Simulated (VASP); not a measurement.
Input of a VASP 6.6.1 run:

Contents of POSCAR:

```
AgI
1.0
    0.0000000000      3.2885749257      3.2885749257
    3.2885749257      0.0000000000      3.2885749257
    3.2885749257      3.2885749257      0.0000000000
Ag I
1 1
Direct
    0.0000000000      0.0000000000      0.0000000000
    0.2500000000      0.2500000000      0.2500000000
```

File INCAR.step1:

```
SYSTEM = AgI
PREC     = Accurate       ! precision mode
ENCUT    = 400            ! plane-wave cutoff, eV
EDIFF    = 1E-5           ! SCF threshold, eV
ISMEAR   = 0              ! smearing method
SIGMA    = 0.01           ! smearing width, eV
LREAL    = .FALSE.        ! projectors in reciprocal space
LASPH    = .TRUE.         ! aspherical terms in the spheres
NELM     = 120            ! most SCF steps
ALGO     = Normal         ! electronic algorithm
ISIF     = 2              ! what is computed and relaxed
LWAVE    = .TRUE.         ! write WAVECAR
GGA      = PE             ! functional
NBANDS   = 16             ! bands
GGA_COMPAT= .FALSE.
```

Contents of INCAR.step2:

```
SYSTEM = AgI
PREC     = Accurate       ! precision mode
ENCUT    = 400            ! plane-wave cutoff, eV
EDIFF    = 1E-6           ! SCF threshold, eV
ISMEAR   = 0              ! smearing method
SIGMA    = 0.01           ! smearing width, eV
LREAL    = .FALSE.        ! projectors in reciprocal space
LASPH    = .TRUE.         ! aspherical terms in the spheres
NELM     = 120            ! most SCF steps
ALGO     = Normal         ! electronic algorithm
ISIF     = 2              ! what is computed and relaxed
LWAVE    = .FALSE.        ! write WAVECAR
LCHARG   = .TRUE.         ! write CHGCAR
GGA      = PE             ! functional
LHFCALC  = .TRUE.         ! exact exchange
AEXX     = 0.25           ! exact-exchange fraction
PRECFOCK = Normal       
LELF     = .TRUE.         ! ELF
LVHAR    = .TRUE.       
ISTART   = 1            
NBANDS   = 16             ! bands
GGA_COMPAT= .FALSE.
```

KPOINTS

```
Automatic mesh
0
G
  4 4 4
  0 0 0
```

Potentials or basis: VASP PAW PBE potentials, release 64 (Ag, I).

Run with:

```console
$ cat potpaw_PBE.64/Ag/POTCAR potpaw_PBE.64/I/POTCAR > POTCAR
$ cp INCAR.step1 INCAR
$ mpirun -np 1 vasp_std > vasp.out
$ cp INCAR.step2 INCAR
$ mpirun -np 1 vasp_std > vasp.out
```

(1) Predict the band gap on the k mesh.

(2) Predict the pressure.

Results:

(1) 3.19 eV.

(2) 0.3 GPa.

Caveat: the PAW data sets were made with another functional, which shifts forces and pressure a little; spin-orbit coupling is left out, which moves the levels of the heavy elements.
